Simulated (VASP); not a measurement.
A run of VASP 6.6.1:

Contents of INCAR:

```
SYSTEM = AlN
ALGO = Normal
EDIFF = 1E-6
ENCUT = 520
GGA = PS
ISIF = 2
ISMEAR = 0
ISYM = 0
LASPH = .TRUE.
LCHARG = .FALSE.
LREAL = .FALSE.
LWAVE = .FALSE.
NBANDS = 26
NELM = 100
PREC = Accurate
SIGMA = 0.05
```

File KPOINTS:

```
k-points
0
G
  8 8 3
  0 0 0
```

Contents of POSCAR:

```
AlN
1.0
   -3.1135599822      0.0000000000      0.0000000000
   -1.5567799911     -2.6964220408      0.0000000000
   -0.7783899956     -1.3482110204     10.2667009506
Al N
4 4
Direct
    0.3333333333     -0.1057040687      0.8780748041
    0.3333333333      0.1369907609      0.3926851450
    0.6666666667      0.5916715090      0.1499903154
    0.6666666667      0.3489766794      0.6353799746
    0.3333333333      0.2869810762      0.0927045142
    0.3333333333      0.0442862466      0.5780941734
    0.6666666667      0.4989669948      0.3353993438
    0.6666666667      0.2562721652      0.8207890030
```

Potentials or basis: VASP PAW PBE potentials, release 64 (Al, N).

Launch:

```console
$ cat potpaw_PBE.64/Al/POTCAR potpaw_PBE.64/N/POTCAR > POTCAR
$ mpirun -np 1 vasp_std > vasp.out
```

Hardware: 1 thread of Intel(R) Xeon(R) Platinum 8559C (Emerald Rapids) (shared host).

Q: How long does it take, and how much memory?

A: Wall time 2.3 min on 1 thread of Intel(R) Xeon(R) Platinum 8559C (Emerald Rapids), with other jobs on the host, peak memory 0.29 GiB. Counts: scf iterations 14, k points 98.
